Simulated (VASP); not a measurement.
Set up this calculation in VASP 6.6.1, as the native input.

```yaml
Task: single point
Functional: PBE
Potentials_or_basis: VASP PAW PBE potentials, release 64 (Ga_d)
Cutoff: 520 eV
k_mesh: 16 × 16 × 9
Occupations: fermi-dirac, width 0.1 eV
Spin: no spin polarisation
Dipole_correction: no
Further_INCAR_settings: ALGO = Normal; EDIFF = 1e-06; NBANDS = 20
```

The structure of Ga lies in POSCAR:

```
Ga
1.0
    2.6573548730      0.0000000000      0.0000000000
   -1.3286774365      2.3013368269      0.0000000000
    0.0000000000      0.0000000000      4.3998724597
Ga
2
Direct
    0.3333333333      0.6666666667      0.2500000000
    0.6666666667      0.3333333333      0.7500000000
```

The input as run:

INCAR

```
SYSTEM = Ga
ALGO     = Normal         ! electronic algorithm
EDIFF    = 1E-6           ! SCF threshold, eV
ENCUT    = 520            ! plane-wave cutoff, eV
GGA      = PE             ! functional
ISIF     = 2              ! what is computed and relaxed
ISMEAR   = -1             ! smearing method
LASPH    = .True.         ! aspherical terms in the spheres
LCHARG   = .False.        ! write CHGCAR
LREAL    = .False.        ! projectors in reciprocal space
LWAVE    = .False.        ! write WAVECAR
NBANDS   = 20             ! bands
NELM     = 80             ! most SCF steps
PREC     = Accurate       ! precision mode
SIGMA    = 0.1            ! smearing width, eV
```

KPOINTS

```
k-points
0
Gamma
  16 16 9
  0 0 0
```

Potentials or basis: VASP PAW PBE potentials, release 64 (Ga_d).

The run is started by

```console
$ cat potpaw_PBE.64/Ga_d/POTCAR > POTCAR
$ mpirun -np 1 vasp_std > vasp.out
```

It gave:

* Pressure: 39.3 GPa
* Band gap on the k mesh: zero (band 13 reaches 13.85 eV, above the bottom of band 14 at 5.80 eV)

Wall time 53 s on 1 thread of Intel(R) Xeon(R) Platinum 8488C (Sapphire Rapids), with other jobs on the host, peak memory 0.19 GiB.
